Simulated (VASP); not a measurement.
# Ru (P6_3/mmc) in VASP: settings compared, part 2 of 2

VASP 6.6.1. The steps go on from the part before.

## Step 3: Relaxation of cell and atoms, r2SCAN, target pressure 10 GPa, at which the enthalpy is minimised

This run uses another cell than the first one, of 13.57 Å³/atom.

Input file POSCAR:

```
Ru
1.0
    2.7058000000      0.0000000000      0.0000000000
   -1.3529000000      2.3432915376      0.0000000000
    0.0000000000      0.0000000000      4.2819000000
Ru
2
Direct
    0.6666666667      0.3333333333      0.7500000000
    0.3333333333      0.6666666667      0.2500000000
```

Input file INCAR.step1:

```
PREC = Accurate
ENCUT = 600
ISMEAR = -1
SIGMA = 0.05
LREAL = False
LASPH = True
NELM = 60
GGA = PE
ALGO = Normal
EDIFF = 1E-4
LWAVE = True
LCHARG = False
```

Input file INCAR.step2:

```
PREC = Accurate
ENCUT = 600
EDIFF = 1E-6
ISMEAR = -1
SIGMA = 0.05
LREAL = False
LASPH = True
NELM = 60
ALGO = Normal
ISIF = 3
LWAVE = False
LCHARG = False
METAGGA = R2SCAN
LMIXTAU = True
IBRION = 2
NSW = 60
EDIFFG = -0.01
PSTRESS = 100.0
ISTART = 1
```

Input file KPOINTS:

```
regular mesh
0
Gamma
  11 11 6
```

Potentials or basis: VASP PAW PBE potentials, release 64 (Ru_pv).

Launch:

```sh
> cat potpaw_PBE.64/Ru_pv/POTCAR > POTCAR
> cp INCAR.step1 INCAR
> mpirun -np 1 vasp_std > vasp.out
> cp INCAR.step2 INCAR
> mpirun -np 1 vasp_std > vasp.out
```

Wall time 8.1 min (1 thread of Intel Xeon Platinum 8259CL at 2.50GHz (Skylake/Cascade Lake), shared host); peak memory 0.19 GiB.

Results (log left out):

```yaml
Free_energy: -50.8280 eV
Relaxed_volume: 13.19 Å³/atom
Relaxed_cell: a = 2.680 Å, b = 2.680 Å, c = 4.239 Å, α = 90.00°, β = 90.00°, γ = 120.00°
Space_group_after_relaxing_to_0.1_Å: P6_3/mmc (No. 194)
Energy_change_on_relaxing_the_run_minimises_the_enthalpy: +11.1 meV/atom
Ionic_steps: 7
Pressure_after_relaxing: 10.0 GPa
Band_gap_on_the_k_mesh: zero (bands 14 and 15 overlap by 3.36 eV)
```

Stress tensor (GPa, compression positive):
```
 9.94  0.00  0.00
 0.00  9.94  0.00
 0.00  0.00 10.05
```

The path:
```tsv
step	energy change (eV)	largest force (eV/Å)	pressure (GPa)	volume (Å³)
1	0.0000	0.0000	-0.47	27.15
2	0.5446	0.0000	59.78	23.81
3	0.0202	0.0000	9.49	26.40
4	0.0220	0.0000	9.93	26.38
5	0.0229	0.0000	10.18	26.36
6	0.0200	0.0000	9.43	26.41
7	0.0222	0.0000	9.98	26.37
```

Final structure:
```
Ru
1.0
     2.68026    0.00000    0.00000
    -1.34013    2.32118    0.00000
     0.00000    0.00000    4.23899
Ru
2
Direct
  0.66667 0.33333 0.75000
  0.33333 0.66667 0.25000
```

Levels at points of the mesh, in eV from the Fermi level:
```csv
k point,band 10,band 11,band 12,band 13,band 14,band 15,band 16,band 17,band 18
"(0.00, 0.00, 0.00)",-2.75,-2.55,-2.01,-2.01,-1.46,-1.46,1.36,1.36,1.47
"(0.00, 0.00, 0.50)",-2.94,-2.94,-2.94,-2.85,-2.85,0.66,0.66,0.66,0.66
```

Caveat: the cell is relaxed towards a set pressure, so the run minimises the enthalpy, not the energy; the PAW data sets were made with another functional, which shifts forces and pressure a little.

## Step 4: Relaxation of cell and atoms, r2SCAN, target pressure 20 GPa, at which the enthalpy is minimised

This run uses another cell than the first one, of 13.57 Å³/atom.

POSCAR is that of step 3.

Input file INCAR.step1:

```
  ALGO = Normal
  EDIFF = 1E-4
  ENCUT = 600
  GGA = PE
  ISMEAR = -1
  LASPH = T
  LCHARG = F
  LREAL = F
  LWAVE = T
  NELM = 60
  PREC = Accurate
  SIGMA = 0.05
```

Input file INCAR.step2:

```
  ALGO = Normal
  EDIFF = 1E-7
  EDIFFG = -0.01
  ENCUT = 600
  IBRION = 2
  ISIF = 3
  ISMEAR = -1
  ISTART = 1
  LASPH = T
  LCHARG = F
  LMIXTAU = T
  LREAL = F
  LWAVE = F
  METAGGA = R2SCAN
  NELM = 60
  NSW = 60
  PREC = Accurate
  PSTRESS = 200.0
  SIGMA = 0.05
```

Input file KPOINTS:

```
k-points
0
Gamma
  11 11 6
```

Launch:

```sh
> cat potpaw_PBE.64/Ru_pv/POTCAR > POTCAR
> cp INCAR.step1 INCAR
> mpirun -np 1 vasp_std > vasp.out
> cp INCAR.step2 INCAR
> mpirun -np 1 vasp_std > vasp.out
```

It took 11 min on 1 thread of Intel Xeon Platinum 8259CL at 2.50GHz (Skylake/Cascade Lake), shared host; peak memory 0.19 GiB.

It converged, with:

- Free energy: -50.7684 eV
- Relaxed volume: 12.86 Å³/atom
- Relaxed cell: a = 2.657 Å, b = 2.657 Å, c = 4.208 Å, α = 90.00°, β = 90.00°, γ = 120.00°
- Space group after relaxing (to 0.1 Å): P6_3/mmc (No. 194)
- Energy change on relaxing (the run minimises the enthalpy): +40.9 meV/atom
- Ionic steps: 7
- Pressure after relaxing: 20.0 GPa
- Band gap on the k mesh: zero (bands 14 and 15 overlap by 3.48 eV)

The path:
```
step  energy change (eV)  largest force (eV/Å)  pressure (GPa)  volume (Å³)
   1              0.0000                0.0000           -0.48        27.15
   2              2.4700                0.0000          161.99        20.89
   3              0.0661                0.0000           17.83        25.86
   4              0.0776                0.0000           19.45        25.76
   5              0.0815                0.0000           19.99        25.73
   6              0.0820                0.0000           20.01        25.73
   7              0.0818                0.0000           20.00        25.73
```

Final structure:
```xyz
2
Lattice="2.6570 0.0000 0.0000 -1.3285 2.3010 0.0000 0.0000 0.0000 4.2085" Properties=species:S:1:pos:R:3 pbc="T T T"
Ru    1.3285    0.7670    3.1563
Ru    0.0000    1.5340    1.0521
```

Levels at points of the mesh, in eV from the Fermi level:
```
           k point  band 11  band 12  band 13  band 14  band 15  band 16  band 17  band 18
(0.00, 0.00, 0.00)    -2.67    -2.09    -2.09    -1.50    -1.50     1.41     1.41     1.49
(0.00, 0.00, 0.50)    -3.04    -3.04    -2.93    -2.93     0.69     0.69     0.69     0.69
```

Caveat: the cell is relaxed towards a set pressure, so the run minimises the enthalpy, not the energy; the PAW data sets were made with another functional, which shifts forces and pressure a little.

## Step 5: Relaxation of cell and atoms, r2SCAN, target pressure 30 GPa, at which the enthalpy is minimised

This run uses another cell than the first one, of 13.57 Å³/atom.

POSCAR is that of step 4.

Input file INCAR.step1:

```
PREC = Accurate
ENCUT = 600
ISMEAR = -1
SIGMA = 0.05
LREAL = F
LASPH = T
NELM = 60
GGA = PE
ALGO = Normal
EDIFF = 1E-4
LWAVE = T
LCHARG = F
```

Input file INCAR.step2:

```
PREC = Accurate
ENCUT = 600
EDIFF = 1E-6
ISMEAR = -1
SIGMA = 0.05
LREAL = F
LASPH = T
NELM = 60
ALGO = Normal
ISIF = 3
LWAVE = F
LCHARG = F
METAGGA = R2SCAN
LMIXTAU = T
IBRION = 2
NSW = 60
EDIFFG = -0.01
PSTRESS = 300.0
ISTART = 1
```

Input file KPOINTS:

```
Automatic mesh
0
Gamma
  11 11 6
```

Launch:

```sh
> cat potpaw_PBE.64/Ru_pv/POTCAR > POTCAR
> cp INCAR.step1 INCAR
> mpirun -np 1 vasp_std > vasp.out
> cp INCAR.step2 INCAR
> mpirun -np 1 vasp_std > vasp.out
```

Run time: 13 min. Hardware: 1 thread of Intel Xeon Platinum 8259CL at 2.50GHz (Skylake/Cascade Lake), shared host; peak memory 0.2 GiB.

It converged, with:

```yaml
Free_energy: -50.6807 eV
Relaxed_volume: 12.58 Å³/atom
Relaxed_cell: a = 2.636 Å, b = 2.636 Å, c = 4.181 Å, α = 90.00°, β = 90.00°, γ = 120.00°
Space_group_after_relaxing_to_0.1_Å: P6_3/mmc (No. 194)
Energy_change_on_relaxing_the_run_minimises_the_enthalpy: +84.7 meV/atom
Ionic_steps: 10
Pressure_after_relaxing: 30.0 GPa
Band_gap_on_the_k_mesh: zero (bands 14 and 15 overlap by 3.59 eV)
```

Step by step:
```
step  energy change (eV)  largest force (eV/Å)  pressure (GPa)  volume (Å³)
   1              0.0000                0.0000           -0.47        27.15
   2              6.4742                0.0000          336.33        18.22
   3              0.1215                0.0000           24.92        25.45
   4              0.1516                0.0000           28.21        25.26
   5              0.1691                0.0000           30.00        25.17
   6              0.1619                0.0000           29.28        25.21
   7              0.1636                0.0000           29.38        25.20
   8              0.1628                0.0000           29.33        25.20
   9              0.1910                0.0000           32.13        25.05
  10              0.1694                0.0000           30.01        25.17
```

Final structure:
```
Ru
1.0
     2.63644    0.00000    0.00000
    -1.31822    2.28322    0.00000
     0.00000    0.00000    4.18054
Ru
2
Direct
  0.66667 0.33333 0.75000
  0.33333 0.66667 0.25000
```

Levels at points of the mesh, in eV from the Fermi level:
| k point | band 11 | band 12 | band 13 | band 14 | band 15 | band 16 | band 17 | band 18 |
| --- | --- | --- | --- | --- | --- | --- | --- | --- |
| (0.00, 0.00, 0.00) | -2.77 | -2.16 | -2.16 | -1.54 | -1.54 | 1.45 | 1.45 | 1.52 |
| (0.00, 0.00, 0.50) | -3.14 | -3.14 | -3.01 | -3.01 | 0.72 | 0.72 | 0.72 | 0.72 |

Caveat: the cell is relaxed towards a set pressure, so the run minimises the enthalpy, not the energy; the PAW data sets were made with another functional, which shifts forces and pressure a little.

## Step 6: Single point, r2SCAN+D3(BJ)

This run uses another cell than the first one, of 13.35 Å³/atom.

Input file POSCAR:

```
Ru
1.0
    2.6922679191      0.0000000000      0.0000000000
   -1.3461339596      2.3315724118      0.0000000000
    0.0000000000      0.0000000000      4.2546846818
Ru
2
Direct
    0.6666666667      0.3333333333      0.7500000000
    0.3333333333      0.6666666667      0.2500000000
```

Input file INCAR.step1:

```
PREC = Accurate ; ENCUT = 620
ISMEAR = -1 ; SIGMA = 0.05
LREAL = False ; LASPH = True
NELM = 120 ; NBANDS = 23
GGA = PE ; ALGO = Normal
EDIFF = 1E-5 ; LWAVE = True
LCHARG = False ; GGA_COMPAT = False
```

Input file INCAR.step2:

```
PREC = Accurate ; ENCUT = 620
EDIFF = 1E-6 ; ISMEAR = -1
SIGMA = 0.05 ; LREAL = False
LASPH = True ; NELM = 120
ALGO = Normal ; ISIF = 2
LWAVE = False ; LCHARG = False
METAGGA = R2SCAN ; LMIXTAU = True
IVDW = 12 ; VDW_S6 = 1.0
VDW_S8 = 0.78981345 ; VDW_A1 = 0.49484001
VDW_A2 = 5.73083694 ; NBANDS = 23
ISTART = 1 ; GGA_COMPAT = False
```

Input file KPOINTS:

```
regular mesh
0
Gamma
  11 11 6
```

Potentials or basis: VASP PAW PBE potentials, release 64 (Ru_sv).

Launch:

```sh
> cat potpaw_PBE.64/Ru_sv/POTCAR > POTCAR
> cp INCAR.step1 INCAR
> mpirun -np 1 vasp_std > vasp.out
> cp INCAR.step2 INCAR
> mpirun -np 1 vasp_std > vasp.out
```

Wall time 1.7 min (1 thread of AMD EPYC 9R45 (Zen 5), shared host); peak memory 0.16 GiB.

Results (log left out):

- Free energy: -51.5321 eV
- Pressure: 0.1 GPa
- Band gap on the k mesh: zero (bands 16 and 17 overlap by 3.29 eV)
- Dispersion energy per atom: -0.299 eV

Levels at points of the mesh, in eV from the Fermi level:
| k point | band 13 | band 14 | band 15 | band 16 | band 17 | band 18 | band 19 | band 20 |
| --- | --- | --- | --- | --- | --- | --- | --- | --- |
| (0.00, 0.00, 0.00) | -2.49 | -1.97 | -1.97 | -1.44 | -1.44 | 1.33 | 1.33 | 1.45 |
| (0.00, 0.00, 0.50) | -2.88 | -2.88 | -2.80 | -2.80 | 0.65 | 0.65 | 0.65 | 0.65 |

Caveat: the PAW data sets were made with another functional, which shifts forces and pressure a little.

## Step 7: Overview

| task | level | potentials or basis | cell | cutoff (eV) | gap on the mesh (eV) | pressure (GPa) |
| --- | --- | --- | --- | --- | --- | --- |
| single point | r2SCAN | VASP PAW PBE potentials, release 64 (Ru_sv) | a = 2.724, b = 2.724, c = 4.310 Å, angles 90.0, 90.0, 120.0°, 2 atoms | 620 | none | -8.1 |
| relaxation of cell and atoms | r2SCAN | VASP PAW PBE potentials, release 64 (Ru_pv) | relaxed to 10 GPa from a = 2.706, b = 2.706, c = 4.282 Å, angles 90.0, 90.0, 120.0°, 2 atoms | 600 | none | 10.0 |
| relaxation of cell and atoms | r2SCAN | VASP PAW PBE potentials, release 64 (Ru_pv) | relaxed to 20 GPa from a = 2.706, b = 2.706, c = 4.282 Å, angles 90.0, 90.0, 120.0°, 2 atoms | 600 | none | 20.0 |
| relaxation of cell and atoms | r2SCAN | VASP PAW PBE potentials, release 64 (Ru_pv) | relaxed to 30 GPa from a = 2.706, b = 2.706, c = 4.282 Å, angles 90.0, 90.0, 120.0°, 2 atoms | 600 | none | 30.0 |
| single point | r2SCAN+D3(BJ) | VASP PAW PBE potentials, release 64 (Ru_sv) | a = 2.692, b = 2.692, c = 4.255 Å, angles 90.0, 90.0, 120.0°, 2 atoms | 620 | none | 0.1 |

Alike in all rows: no spin polarisation; k mesh 11 × 11 × 6; smearing fermi-dirac 0.05 eV.

Caveats: the PAW data sets were made with another functional, which shifts forces and pressure a little; the cell is relaxed towards a set pressure, so the run minimises the enthalpy, not the energy (at least some runs); the cell stands under tension (at least some runs).

Total energies depend on the potentials used, so only differences within one code and one set of settings carry meaning.
